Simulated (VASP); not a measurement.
# KBr (Fm-3m) in VASP: further runs

KBr is run at these levels: PBE; tasks: single point.

Program: VASP 6.6.1. These are calculated values, not measurements. Logs are shortened: lines on timing, memory, paths and dates and some standing lists are left out, and cuts for length are marked.

## (1) The cell of the first run

The structure is cubic, space group Fm-3m (No. 225). The conventional cell has a = 6.604 Å, b = 6.604 Å, c = 6.604 Å, α = 90.00°, β = 90.00°, γ = 90.00°. K (site symmetry m-3m) has 6 Br at 3.30 Å within 4.3 Å. Br (site symmetry m-3m) has 6 K at 3.30 Å within 4.3 Å.

## (2) Single point, PBE

Contents of INCAR:

```
SYSTEM = KBr
PREC = Accurate
ENCUT = 500
EDIFF = 1E-6
ISMEAR = 0
SIGMA = 0.01
LREAL = .False.
LASPH = .True.
NELM = 120
ALGO = Normal
ISIF = 2
LWAVE = .False.
LCHARG = .False.
GGA = PE
NBANDS = 15
GGA_COMPAT = .False.
```

Contents of KPOINTS:

```
regular mesh
0
Gamma
  2 2 2
  0 0 0
```

Contents of POSCAR:

```
KBr
1.0
    0.0000000000      3.3022478341      3.3022478341
    3.3022478341      0.0000000000      3.3022478341
    3.3022478341      3.3022478341      0.0000000000
K Br
1 1
Direct
    0.0000000000      0.0000000000      0.0000000000
    0.5000000000      0.5000000000      0.5000000000
```

Potentials or basis: VASP PAW PBE potentials, release 64 (K_sv, Br).

Launch:

```console
cat potpaw_PBE.64/K_sv/POTCAR potpaw_PBE.64/Br/POTCAR > POTCAR
mpirun -np 1 vasp_std > vasp.out
```

OUTCAR:

```text
SYSTEM = KBr
   PREC = Accurate
   ENCUT = 500
   EDIFF = 1E-6
   ISMEAR = 0
   LREAL = .False.
   LASPH = .True.
   NELM = 120
   ISIF = 2
   GGA = PE

 ion  position               nearest neighbor table
   1  0.000  0.000  0.000-   2 3.30   2 3.30   2 3.30   2 3.30   2 3.30   2 3.30
   2  0.500  0.500  0.500-   1 3.30   1 3.30   1 3.30   1 3.30   1 3.30   1 3.30

  LATTYP: Found a face centered cubic cell.
 ALAT       =     6.6044956682

  Lattice vectors:

 A1 = (   0.0000000000,   3.3022478341,   3.3022478341)
 A2 = (   3.3022478341,   0.0000000000,   3.3022478341)
 A3 = (   3.3022478341,   3.3022478341,   0.0000000000)

Analysis of symmetry for initial positions (statically):
=====================================================================
 Subroutine PRICEL returns:
 Original cell was already a primitive cell.

 Routine SETGRP: Setting up the symmetry group for a
 face centered cubic supercell.

 Subroutine GETGRP returns: Found 48 space group operations
 (whereof 48 operations were pure point group operations)
 out of a pool of 48 trial point group operations.

The static configuration has the point symmetry O_h .

Analysis of symmetry for dynamics (positions and initial velocities):
=====================================================================
 Subroutine PRICEL returns:
 Original cell was already a primitive cell.

 Routine SETGRP: Setting up the symmetry group for a
 face centered cubic supercell.

 Subroutine GETGRP returns: Found 48 space group operations
 (whereof 48 operations were pure point group operations)
 out of a pool of 48 trial point group operations.

The dynamic configuration has the point symmetry O_h .

 Subroutine INISYM returns: Found 48 space group operations
 (whereof 48 operations are pure point group operations),
 and found     1 'primitive' translations

----------------------------------------------------------------------------------------

                                     Primitive cell

  volume of cell :      72.0210

  direct lattice vectors                    reciprocal lattice vectors
     0.000000000  3.302247834  3.302247834    -0.151412015  0.151412015  0.151412015
     3.302247834  0.000000000  3.302247834     0.151412015 -0.151412015  0.151412015
     3.302247834  3.302247834  0.000000000     0.151412015  0.151412015 -0.151412015

  length of vectors
     4.670083673  4.670083673  4.670083673     0.262253304  0.262253304  0.262253304

  position of ions in fractional coordinates (direct lattice)
     0.000000000  0.000000000  0.000000000
     0.500000000  0.500000000  0.500000000

  ion indices of the primitive-cell ions
   primitive index   ion index
                 1           1
                 2           2
[... 64 lines left out ...]
   EFERMI =   0.00;   METHOD = LEGACY
   ISMEAR =     0;   SIGMA  =   0.01  broadening in eV -4-tet -1-fermi 0-gaus
   EFERMI_NEDOS =   21; number of points for ismear=-14 and -15
   IALGO  =     38    algorithm
   IMIX   =      4    mixing-type and parameters
     AMIX     =   0.40;   BMIX     =  1.00
     AMIX_MAG =   1.60;   BMIX_MAG =  1.00
  volume/ion in A,a.u.               =      36.01       243.01
  Fermi-wavevector in a.u.,A,eV,Ry     =   0.991506  1.873674 13.375661  0.983083
  Thomas-Fermi vector in A             =   2.123252
   LORBIT       =      0    0 simple, 1 ext, 2 COOP (PROOUT), +10 PAW based schemes
   GGA     = PE    functional components
   LHFCALC =     F    Hartree Fock is set to
   AEXX    =    0.0000 exact exchange contribution
   IVDW    =     0    specifies the selected vdW correction
   LEPSILON=     F    determine dielectric tensor
   LRPA    =     F    only Hartree local field effects (RPA)
 non-spin polarized calculation
 Gauss-broadening in eV      SIGMA  =   0.01
  energy-cutoff  :      500.00
  volume of cell :       72.02
 maximum number of plane-waves:      1850
 NGX is ok and might be reduce to    36
   NGX = 17   NGY = 17   NGZ = 17

 number of electron      15.9999997 magnetization

 Free energy of the ion-electron system (eV)
  ---------------------------------------------------
  ext. energy  EPLUGINS =         0.00000000
  ---------------------------------------------------
  free energy    TOTEN  =        -6.11099213 eV

  energy without entropy =       -6.11099213  energy(sigma->0) =       -6.11099213

 E-fermi :  -1.5362     XC(G=0):  -7.3296

 val. band max:       -1.6683677082   @ k =   0.0000   0.0000   0.0000
 cond. band min:       2.7232126365   @ k =   0.0000   0.0000   0.0000
 fundamental gap:      4.3915803448
 Fermi energy:        -1.5362343632

 k-point     1 :       0.0000    0.0000    0.0000
  band No.  band energies     occupation
      1     -29.5612      2.00000
      2     -13.9381      2.00000
      3     -13.0366      2.00000
      4     -13.0366      2.00000
      5     -13.0366      2.00000
      6      -1.6684      2.00000
      7      -1.6684      2.00000
      8      -1.6684      2.00000
      9       2.7232      0.00000
     10       5.8716      0.00000
     11       5.8716      0.00000
     12       5.8716      0.00000
     13       6.6838      0.00000
     14       6.6838      0.00000
[... 23 lines left out ...]
      2     -13.8392      2.00000
      3     -13.1252      2.00000
      4     -13.0718      2.00000
      5     -13.0718      2.00000
      6      -2.4890      2.00000
      7      -1.9569      2.00000
      8      -1.9569      2.00000
      9       4.1511      0.00000
     10       5.4655      0.00000
     11       7.6149      0.00000
     12       7.8194      0.00000
     13       7.9181      0.00000
     14       9.0058      0.00000
     15       9.0058      0.00000

------------------------ aborting loop because EDIFF is reached ----------------------------------------

  FORCE on cell =-STRESS in cart. coord.  units (eV):
  Direction    XX          YY          ZZ          XY          YZ          ZX
  --------------------------------------------------------------------------------------
  -------------------------------------------------------------------------------------
  Total        0.5619852      0.5619852      0.5619852      0.0000000     -0.0000000      0.0000000
  in kB       12.5019126     12.5019126     12.5019126      0.0000000     -0.0000000      0.0000000
  external PRESSURE =      12.5019126 kB  Pullay stress =       0.0000000 kB

 VOLUME and BASIS-vectors are now :
 -----------------------------------------------------------------------------
  energy-cutoff  :      500.00
  volume of cell :       72.02
      direct lattice vectors                 reciprocal lattice vectors
     0.000000000  3.302247834  3.302247834    -0.151412015  0.151412015  0.151412015
     3.302247834  0.000000000  3.302247834     0.151412015 -0.151412015  0.151412015
     3.302247834  3.302247834  0.000000000     0.151412015  0.151412015 -0.151412015

 POSITION                                       TOTAL-FORCE (eV/Angst)
 -----------------------------------------------------------------------------------
      0.00000      0.00000      0.00000         0.000000      0.000000      0.000000
      3.30225      3.30225      3.30225        -0.000000     -0.000000     -0.000000
 -----------------------------------------------------------------------------------
    total drift:                                0.000000      0.000000      0.000000

  FREE ENERGIE OF THE ION-ELECTRON SYSTEM (eV)
  ---------------------------------------------------
  free  energy   TOTEN  =        -6.1109921306 eV

  energy  without entropy=       -6.1109921306  energy(sigma->0) =       -6.11099213
```

It took 17 s on 1 thread of AMD EPYC 7R13, shared host; peak memory 0.17 GiB.

Results:

| Property | Result |
| --- | --- |
| Free energy | -6.1110 eV |
| Pressure | 1.3 GPa |
| Band gap on the k mesh | 4.39 eV, direct |

Caveat: the k points lie up to 0.82 Å⁻¹ apart. As with any semilocal functional, this PBE gap is likely too small.

## (3) Single point, PBE

Contents of INCAR:

```
PREC     = Accurate       # precision mode
ENCUT    = 500            # plane-wave cutoff, eV
EDIFF    = 1E-6           # SCF threshold, eV
ISMEAR   = 0              # smearing method
SIGMA    = 0.05           # smearing width, eV
LREAL    = F              # projectors in reciprocal space
LASPH    = T              # aspherical terms in the spheres
NELM     = 120            # most SCF steps
ALGO     = Normal         # electronic algorithm
ISIF     = 2              # what is computed and relaxed
LWAVE    = F              # write WAVECAR
LCHARG   = F              # write CHGCAR
GGA      = PE             # functional
NBANDS   = 15             # bands
GGA_COMPAT= F
```

Contents of KPOINTS:

```
regular mesh
0
Gamma
  4 4 4
```

POSCAR is that of step 2.

Potentials or basis: VASP PAW PBE potentials, release 64 (K_sv, Br).

Launch:

```console
cat potpaw_PBE.64/K_sv/POTCAR potpaw_PBE.64/Br/POTCAR > POTCAR
mpirun -np 1 vasp_std > vasp.out
```

Run time: 30 s. Hardware: 1 thread of AMD EPYC 7R13, shared host; peak memory 0.17 GiB.

The run converged. Its results:

```
Free energy            : -6.2152 eV
Pressure               : 0.7 GPa
Band gap on the k mesh : 4.43 eV, direct
```

Levels at points of the mesh, in eV from the valence-band top:
```tsv
k point	band 6	band 7	band 8	band 9	band 10	band 11
(0.00, 0.00, 0.00)	0.00	0.00	0.00	4.43	7.60	7.60
(0.50, 0.00, 0.00)	-1.17	-0.33	-0.33	6.59	8.23	9.76
(0.50, 0.50, 0.00)	-0.81	-0.28	-0.28	5.87	7.19	9.36
```

A hybrid or GW would open this gap; PBE tends to underestimate it.

## (4) Single point, PBE

Contents of INCAR:

```
PREC = Accurate
ENCUT = 500
EDIFF = 1E-6
ISMEAR = -1
SIGMA = 0.5
LREAL = False
LASPH = True
NELM = 120
ALGO = Normal
ISIF = 2
LWAVE = False
LCHARG = True
GGA = PE
LELF = True
LVHAR = True
NBANDS = 15
GGA_COMPAT = False
```

Contents of KPOINTS:

```
Automatic mesh
0
Gamma
  4 4 4
```

POSCAR is that of step 3.

Launch:

```console
cat potpaw_PBE.64/K_sv/POTCAR potpaw_PBE.64/Br/POTCAR > POTCAR
mpirun -np 1 vasp_std > vasp.out
```

It took 34 s on 1 thread of AMD EPYC 7R13, shared host; peak memory 0.17 GiB.

Results (log left out):

```
Free energy            : -6.2208 eV
Pressure               : 0.8 GPa
Band gap on the k mesh : 4.43 eV, direct
```

Levels at points of the mesh, in eV from the valence-band top:
```tsv
k point	band 6	band 7	band 8	band 9	band 10	band 11
(0.00, 0.00, 0.00)	0.00	0.00	0.00	4.43	7.61	7.61
(0.50, 0.00, 0.00)	-1.17	-0.33	-0.33	6.59	8.23	9.76
(0.50, 0.50, 0.00)	-0.81	-0.28	-0.28	5.87	7.20	9.37
```

## (5) Summary

| k mesh | smearing | gap on the mesh (eV) | pressure (GPa) |
| --- | --- | --- | --- |
| 2 × 2 × 2 | gaussian 0.01 eV | 4.39 | 1.3 |
| 4 × 4 × 4 | gaussian 0.05 eV | 4.43 | 0.7 |
| 4 × 4 × 4 | fermi-dirac 0.5 eV | 4.43 | 0.8 |

Alike in all rows: task single point; level PBE; potentials or basis VASP PAW PBE potentials, release 64 (K_sv, Br); no spin polarisation; cell as given; cutoff (eV) 500.

Caveats: some runs use coarse meshes.

Absolute energies hang on the potentials; compare differences alone.
